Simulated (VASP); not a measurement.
# SrVO3 (Pm-3m) in VASP: notebook

SrVO3 is run at these levels: r2SCAN+U; tasks: single point.

Program: VASP 6.6.1. These are calculated values, not measurements. Logs are shortened: lines on timing, memory, paths and dates and some standing lists are left out, and cuts for length are marked.

## (1) The cell of the first run

Symmetry: Pm-3m, No. 221, cubic system. Conventional cell: a = 3.841 Å, b = 3.841 Å, c = 3.841 Å, α = 90.00°, β = 90.00°, γ = 90.00°. Within 3.6 Å of Sr (site symmetry m-3m) lie 12 O at 2.72 Å and 8 V at 3.33 Å. V (site symmetry m-3m) has 6 O at 1.92 Å within 2.5 Å. O (site symmetry 4/mmm) has 2 V at 1.92 Å within 2.5 Å.

## (2) Single point, r2SCAN+U, collinear spin, ferromagnetic start

POSCAR

```
SrVO3
1.0
    3.8408994000      0.0000000000      0.0000000000
    0.0000000000      3.8408994000      0.0000000000
    0.0000000000      0.0000000000      3.8408994000
Sr V O
1 1 3
Direct
    0.5000000000      0.5000000000      0.5000000000
    0.0000000000      0.0000000000      0.0000000000
    0.5000000000      0.0000000000      0.0000000000
    0.0000000000      0.5000000000      0.0000000000
    0.0000000000      0.0000000000      0.5000000000
```

INCAR.step1

```
PREC = Accurate
ENCUT = 520
ISMEAR = 0
SIGMA = 0.05
LREAL = F
LASPH = T
NELM = 150
ISPIN = 2
MAGMOM = 0 1 0 0 0
LMAXMIX = 4
LDAU = T
LDAUTYPE = 2
LDAUL = -1 2 -1
LDAUU = 0 4 0
LDAUJ = 0 0 0
NBANDS = 32
GGA = PE
ALGO = Normal
EDIFF = 1E-4
LWAVE = T
LCHARG = F
```

INCAR.step2

```
PREC = Accurate
ENCUT = 520
EDIFF = 1E-7
ISMEAR = 0
SIGMA = 0.05
LREAL = F
LASPH = T
NELM = 150
ALGO = Normal
ISIF = 2
LWAVE = F
LCHARG = F
ISPIN = 2
MAGMOM = 0 1 0 0 0
LORBIT = 11
LMAXMIX = 4
LDAU = T
LDAUTYPE = 2
LDAUL = -1 2 -1
LDAUU = 0 4 0
LDAUJ = 0 0 0
LDAUPRINT = 1
METAGGA = R2SCAN
LMIXTAU = T
NBANDS = 32
ISTART = 1
```

KPOINTS

```
Automatic mesh
0
Gamma
  5 5 5
```

Potentials or basis: VASP PAW PBE potentials, release 64 (Sr_sv, V_sv, O).

Run with:

```sh
> cat potpaw_PBE.64/Sr_sv/POTCAR potpaw_PBE.64/V_sv/POTCAR potpaw_PBE.64/O/POTCAR > POTCAR
> cp INCAR.step1 INCAR
> mpirun -np 1 vasp_std > vasp.out
> cp INCAR.step2 INCAR
> mpirun -np 1 vasp_std > vasp.out
```

OUTCAR:

```text
PREC = Accurate
   ENCUT = 520
   EDIFF = 1E-7
   ISMEAR = 0
   LREAL = F
   LASPH = T
   NELM = 150
   ISIF = 2
   ISPIN = 2
   LORBIT = 11
   METAGGA = R2SCAN
   ISTART = 1

 ion  position               nearest neighbor table
   1  0.500  0.500  0.500-   3 2.72   4 2.72   5 2.72   3 2.72   4 2.72   3 2.72   5 2.72   3 2.72
                             4 2.72   5 2.72   4 2.72   5 2.72   2 3.33   2 3.33   2 3.33   2 3.33
   2  0.000  0.000  0.000-   3 1.92   4 1.92   5 1.92   5 1.92   4 1.92   3 1.92   1 3.33   1 3.33
                             1 3.33   1 3.33   1 3.33   1 3.33   1 3.33   1 3.33
   3  0.500  0.000  0.000-   2 1.92   2 1.92   1 2.72   1 2.72   1 2.72   1 2.72
   4  0.000  0.500  0.000-   2 1.92   2 1.92   1 2.72   1 2.72   1 2.72   1 2.72
   5  0.000  0.000  0.500-   2 1.92   2 1.92   1 2.72   1 2.72   1 2.72   1 2.72

  LATTYP: Found a simple cubic cell.
 ALAT       =     3.8408994000

  Lattice vectors:

 A1 = (   3.8408994000,   0.0000000000,   0.0000000000)
 A2 = (   0.0000000000,   3.8408994000,   0.0000000000)
 A3 = (   0.0000000000,   0.0000000000,   3.8408994000)

Analysis of symmetry for initial positions (statically):
=====================================================================
 Subroutine PRICEL returns:
 Original cell was already a primitive cell.

 Routine SETGRP: Setting up the symmetry group for a
 simple cubic supercell.

 Subroutine GETGRP returns: Found 48 space group operations
 (whereof 48 operations were pure point group operations)
 out of a pool of 48 trial point group operations.

The static configuration has the point symmetry O_h .

Analysis of symmetry for dynamics (positions and initial velocities):
=====================================================================
 Subroutine PRICEL returns:
 Original cell was already a primitive cell.

 Routine SETGRP: Setting up the symmetry group for a
 simple cubic supercell.

 Subroutine GETGRP returns: Found 48 space group operations
 (whereof 48 operations were pure point group operations)
 out of a pool of 48 trial point group operations.

The dynamic configuration has the point symmetry O_h .

Analysis of structural, dynamic, and magnetic symmetry:
=====================================================================
 Subroutine PRICEL returns:
 Original cell was already a primitive cell.

 Routine SETGRP: Setting up the symmetry group for a
 simple cubic supercell.

 Subroutine GETGRP returns: Found 48 space group operations
 (whereof 48 operations were pure point group operations)
 out of a pool of 48 trial point group operations.

The overall configuration has the point symmetry O_h .

 Subroutine INISYM returns: Found 48 space group operations
 (whereof 48 operations are pure point group operations),
 and found     1 'primitive' translations

----------------------------------------------------------------------------------------

                                     Primitive cell

  volume of cell :      56.6629

  direct lattice vectors                    reciprocal lattice vectors
     3.840899400  0.000000000  0.000000000     0.260355686  0.000000000  0.000000000
     0.000000000  3.840899400  0.000000000     0.000000000  0.260355686  0.000000000
     0.000000000  0.000000000  3.840899400     0.000000000  0.000000000  0.260355686

  length of vectors
     3.840899400  3.840899400  3.840899400     0.260355686  0.260355686  0.260355686

  position of ions in fractional coordinates (direct lattice)
     0.500000000  0.500000000  0.500000000
     0.000000000  0.000000000  0.000000000
     0.500000000  0.000000000  0.000000000
     0.000000000  0.500000000  0.000000000
[... 86 lines left out ...]
     AMIX_MAG =   1.60;   BMIX_MAG =  1.00
  volume/ion in A,a.u.               =      11.33        76.48
  Fermi-wavevector in a.u.,A,eV,Ry     =   1.469726  2.777380 29.389889  2.160096
  Thomas-Fermi vector in A             =   2.585069
   LORBIT       =     11    0 simple, 1 ext, 2 COOP (PROOUT), +10 PAW based schemes
 LDA+U is selected, type is set to LDAUTYPE =  2
   angular momentum for each species LDAUL =    -1    2   -1
   U (eV)           for each species LDAUU =   0.0  4.0  0.0
   J (eV)           for each species LDAUJ =   0.0  0.0  0.0
   METAGGA = R2SCAN    functional components
   LHFCALC =     F    Hartree Fock is set to
   AEXX    =    0.0000 exact exchange contribution
   IVDW    =     0    specifies the selected vdW correction
   LEPSILON=     F    determine dielectric tensor
   LRPA    =     F    only Hartree local field effects (RPA)
 spin polarized calculation
 Gauss-broadening in eV      SIGMA  =   0.05
  energy-cutoff  :      520.00
  volume of cell :       56.66
 maximum number of plane-waves:      1551
 NGX is ok and might be reduce to    30
   NGX = 15   NGY = 15   NGZ = 15

atom =   2  type =  2  l = 2

 onsite density matrix

spin component  1

  0.4641  0.0000 -0.0000 -0.0000 -0.0000
  0.0000  0.4641 -0.0000  0.0000  0.0000
 -0.0000 -0.0000  0.3047  0.0000 -0.0000
 -0.0000  0.0000  0.0000  0.4641 -0.0000
 -0.0000  0.0000 -0.0000 -0.0000  0.3047

spin component  2

  0.0892 -0.0000  0.0000  0.0000 -0.0000
 -0.0000  0.0892 -0.0000 -0.0000  0.0000
  0.0000 -0.0000  0.2765 -0.0000 -0.0000
  0.0000 -0.0000 -0.0000  0.0892  0.0000
 -0.0000  0.0000 -0.0000  0.0000  0.2765

 occupancies and eigenvectors

  o =  0.0892  v =  0.0000  0.0000  0.0000  0.0000  0.0000  0.0000 -0.8324 -0.0000 -0.5542 -0.0000      0.0000  0.0000  0.0000  0.0000  0.0000  0.0000  0.0000  0.0000  0.0000  0.0000
  o =  0.0892  v =  0.0000  0.0000  0.0000  0.0000  0.0000  0.0000  0.5542  0.0000 -0.8324 -0.0000      0.0000  0.0000  0.0000  0.0000  0.0000  0.0000  0.0000  0.0000  0.0000  0.0000
  o =  0.0892  v =  0.0000  0.0000  0.0000  0.0000  0.0000  1.0000  0.0000  0.0000  0.0000  0.0000      0.0000  0.0000  0.0000  0.0000  0.0000  0.0000  0.0000  0.0000  0.0000  0.0000
  o =  0.2765  v =  0.0000  0.0000  0.0000  0.0000  0.0000  0.0000  0.0000 -0.9992 -0.0000 -0.0399      0.0000  0.0000  0.0000  0.0000  0.0000  0.0000  0.0000  0.0000  0.0000  0.0000
  o =  0.2765  v =  0.0000  0.0000  0.0000  0.0000  0.0000  0.0000  0.0000  0.0399  0.0000 -0.9992      0.0000  0.0000  0.0000  0.0000  0.0000  0.0000  0.0000  0.0000  0.0000  0.0000
  o =  0.3047  v =  0.0000  0.0000 -0.0345 -0.0000 -0.9994  0.0000  0.0000  0.0000  0.0000  0.0000      0.0000  0.0000  0.0000  0.0000  0.0000  0.0000  0.0000  0.0000  0.0000  0.0000
  o =  0.3047  v =  0.0000 -0.0000  0.9994  0.0000 -0.0345  0.0000  0.0000  0.0000  0.0000  0.0000      0.0000  0.0000  0.0000  0.0000  0.0000  0.0000  0.0000  0.0000  0.0000  0.0000
  o =  0.4641  v =  0.0000 -0.9609 -0.0000 -0.2769  0.0000  0.0000  0.0000  0.0000  0.0000  0.0000      0.0000  0.0000  0.0000  0.0000  0.0000  0.0000  0.0000  0.0000  0.0000  0.0000
  o =  0.4641  v =  0.0000 -0.2769 -0.0000  0.9609 -0.0000  0.0000  0.0000  0.0000  0.0000  0.0000      0.0000  0.0000  0.0000  0.0000  0.0000  0.0000  0.0000  0.0000  0.0000  0.0000
  o =  0.4641  v =  1.0000  0.0000  0.0000  0.0000  0.0000  0.0000  0.0000  0.0000  0.0000  0.0000      0.0000  0.0000  0.0000  0.0000  0.0000  0.0000  0.0000  0.0000  0.0000  0.0000

 number of electron      41.0000017 magnetization       1.0000000

 Free energy of the ion-electron system (eV)
  ---------------------------------------------------
  ext. energy  EPLUGINS =         0.00000000
  ---------------------------------------------------
  free energy    TOTEN  =       -58.70345372 eV

  energy without entropy =      -58.69994333  energy(sigma->0) =      -58.70169852

 E-fermi :   5.5798     XC(G=0): -12.2687

 val. band max:        5.5618917603   @ k =   0.4000   0.2000   0.2000
 cond. band min:       6.1010924498   @ k =   0.4000   0.4000   0.0000
 fundamental gap:      0.5392006895
 Fermi energy:         5.5798396890

 spin component 1

 k-point     1 :       0.0000    0.0000    0.0000
  band No.  band energies     occupation
      1     -63.6001      1.00000
      2     -36.2809      1.00000
      3     -36.2809      1.00000
      4     -36.2809      1.00000
      5     -29.5830      1.00000
      6     -14.6585      1.00000
[... 339 lines left out ...]
     31      16.3142      0.00000
     32      19.6076      0.00000
 Fermi energy:         5.5798396890

 spin component 2

 k-point     1 :       0.0000    0.0000    0.0000
  band No.  band energies     occupation
      1     -61.9905      1.00000
      2     -34.6760      1.00000
      3     -34.6760      1.00000
      4     -34.6760      1.00000
      5     -29.5858      1.00000
      6     -14.7745      1.00000
[... 339 lines left out ...]
     31      16.3637      0.00000
     32      19.6278      0.00000

------------------------ aborting loop because EDIFF is reached ----------------------------------------

  FORCE on cell =-STRESS in cart. coord.  units (eV):
  Direction    XX          YY          ZZ          XY          YZ          ZX
  --------------------------------------------------------------------------------------
  -------------------------------------------------------------------------------------
  Total        1.8096543      1.8096543      1.8096543     -0.0000000      0.0000000     -0.0000000
  in kB       51.1690569     51.1690569     51.1690569     -0.0000000      0.0000000     -0.0000000
  external PRESSURE =      51.1690569 kB  Pullay stress =       0.0000000 kB

 VOLUME and BASIS-vectors are now :
 -----------------------------------------------------------------------------
  energy-cutoff  :      520.00
  volume of cell :       56.66
      direct lattice vectors                 reciprocal lattice vectors
     3.840899400  0.000000000  0.000000000     0.260355686  0.000000000  0.000000000
     0.000000000  3.840899400  0.000000000     0.000000000  0.260355686  0.000000000
     0.000000000  0.000000000  3.840899400     0.000000000  0.000000000  0.260355686

 POSITION                                       TOTAL-FORCE (eV/Angst)
 -----------------------------------------------------------------------------------
      1.92045      1.92045      1.92045         0.000000      0.000000      0.000000
      0.00000      0.00000      0.00000         0.000000      0.000000      0.000000
      1.92045      0.00000      0.00000         0.000000      0.000000      0.000000
      0.00000      1.92045      0.00000         0.000000      0.000000      0.000000
      0.00000      0.00000      1.92045         0.000000      0.000000      0.000000
 -----------------------------------------------------------------------------------
    total drift:                                0.000000     -0.000000      0.000000

  FREE ENERGIE OF THE ION-ELECTRON SYSTEM (eV)
  ---------------------------------------------------
  free  energy   TOTEN  =       -58.7034537162 eV

  energy  without entropy=      -58.6999433301  energy(sigma->0) =      -58.70169852

 total charge

# of ion       s       p       d       tot
------------------------------------------
    1        2.000   5.892   0.203   8.095
    2        2.284   6.354   2.788  11.426
    3        1.568   3.531   0.000   5.100
    4        1.568   3.531   0.000   5.100
    5        1.568   3.531   0.000   5.100
--------------------------------------------------
tot          8.989  22.840   2.991  34.820

 magnetization (x)

# of ion       s       p       d       tot
------------------------------------------
    1       -0.000  -0.002   0.002  -0.000
    2        0.011   0.013   1.178   1.202
    3       -0.002  -0.079   0.000  -0.081
    4       -0.002  -0.079   0.000  -0.081
    5       -0.002  -0.079   0.000  -0.081
--------------------------------------------------
tot          0.004  -0.225   1.180   0.960
```

It took 71 s on 1 thread of Intel Xeon Platinum 8559C (Emerald Rapids), shared host; peak memory 0.21 GiB.

Results:

```yaml
Free_energy: -58.7035 eV
Pressure: 5.1 GPa
Band_gap_on_the_k_mesh: zero (filled and empty bands overlap)
Net_moment: 1.00 μB per cell
Site_moments: Sr -0.00; V +1.20; O -0.08 μB
Valence_electrons_inside_the_program's_atomic_spheres: Sr 8.10; V 11.43; O 5.10
```

Levels at points of the mesh, in eV from the Fermi level:
Spin up:
| k point | band 18 | band 19 | band 20 | band 21 | band 22 | band 23 | band 24 | band 25 |
| --- | --- | --- | --- | --- | --- | --- | --- | --- |
| (0.00, 0.00, 0.00) | -1.86 | -1.86 | -1.86 | -1.41 | -1.41 | -1.41 | 2.00 | 2.00 |
Spin down:
| k point | band 17 | band 18 | band 19 | band 20 | band 21 | band 22 | band 23 | band 24 |
| --- | --- | --- | --- | --- | --- | --- | --- | --- |
| (0.00, 0.00, 0.00) | -2.89 | -2.04 | -2.04 | -2.04 | 1.75 | 1.75 | 1.75 | 2.81 |

Eigenvalues of the final occupation matrices:
```csv
site,spin,trace,eigenvalues
site 2 d,1,2.00,0.30 0.30 0.46 0.46 0.46
site 2 d,2,0.82,0.09 0.09 0.09 0.28 0.28
```

Caveat: the cell stands under pressure; the PAW data sets were made with another functional, which shifts forces and pressure a little.

## (3) Single point, r2SCAN+U, collinear spin, ferromagnetic start

POSCAR is that of step 2.

INCAR.step1

```
SYSTEM = SrVO3
  PREC = Accurate
  ENCUT = 520
  ISMEAR = 0
  SIGMA = 0.05
  LREAL = .False.
  LASPH = .True.
  NELM = 150
  ISPIN = 2
  MAGMOM = 0 0.93 -0.02 -0.02 -0.02
  LMAXMIX = 4
  LDAU = .True.
  LDAUTYPE = 2
  LDAUL = -1 2 -1
  LDAUU = 0 4 0
  LDAUJ = 0 0 0
  NBANDS = 32
  GGA = PE
  ALGO = Normal
  EDIFF = 1E-4
  LWAVE = .True.
  LCHARG = .False.
```

INCAR.step2

```
SYSTEM = SrVO3
  PREC = Accurate
  ENCUT = 520
  EDIFF = 1E-6
  ISMEAR = 0
  SIGMA = 0.05
  LREAL = .False.
  LASPH = .True.
  NELM = 150
  ALGO = Normal
  ISIF = 2
  LWAVE = .False.
  LCHARG = .True.
  ISPIN = 2
  MAGMOM = 0 0.93 -0.02 -0.02 -0.02
  LORBIT = 11
  LMAXMIX = 4
  LDAU = .True.
  LDAUTYPE = 2
  LDAUL = -1 2 -1
  LDAUU = 0 4 0
  LDAUJ = 0 0 0
  LDAUPRINT = 1
  METAGGA = R2SCAN
  LMIXTAU = .True.
  LELF = .True.
  LVHAR = .True.
  NBANDS = 32
  ISTART = 1
```

KPOINTS

```
Automatic mesh
0
Gamma
  5 5 5
  0 0 0
```

Potentials or basis: VASP PAW PBE potentials, release 64 (Sr_sv, V_sv, O).

Run with:

```sh
> cat potpaw_PBE.64/Sr_sv/POTCAR potpaw_PBE.64/V_sv/POTCAR potpaw_PBE.64/O/POTCAR > POTCAR
> cp INCAR.step1 INCAR
> mpirun -np 1 vasp_std > vasp.out
> cp INCAR.step2 INCAR
> mpirun -np 1 vasp_std > vasp.out
```

Wall time 72 s (1 thread of Intel Xeon Platinum 8559C (Emerald Rapids), shared host); peak memory 0.21 GiB.

It converged, with:

```yaml
Free_energy: -58.7035 eV
Pressure: 5.1 GPa
Band_gap_on_the_k_mesh: zero (filled and empty bands overlap)
Net_moment: 1.00 μB per cell
Site_moments: Sr -0.00; V +1.20; O -0.08 μB
Valence_electrons_inside_the_program's_atomic_spheres: Sr 8.10; V 11.43; O 5.10
```

Levels at points of the mesh, in eV from the Fermi level:
Spin up:
```csv
k point,band 18,band 19,band 20,band 21,band 22,band 23,band 24,band 25
"(0.00, 0.00, 0.00)",-1.86,-1.86,-1.86,-1.41,-1.41,-1.41,2.00,2.00
```
Spin down:
```csv
k point,band 17,band 18,band 19,band 20,band 21,band 22,band 23,band 24
"(0.00, 0.00, 0.00)",-2.89,-2.04,-2.04,-2.04,1.75,1.75,1.75,2.81
```

Eigenvalues of the final occupation matrices:
| site | spin | trace | eigenvalues |
| --- | --- | --- | --- |
| site 2 d | 1 | 2.00 | 0.30 0.30 0.46 0.46 0.46 |
| site 2 d | 2 | 0.82 | 0.09 0.09 0.09 0.28 0.28 |

Caveat: the cell stands under pressure; the PAW data sets were made with another functional, which shifts forces and pressure a little. The state reached can hang on the start; a lower one may exist.
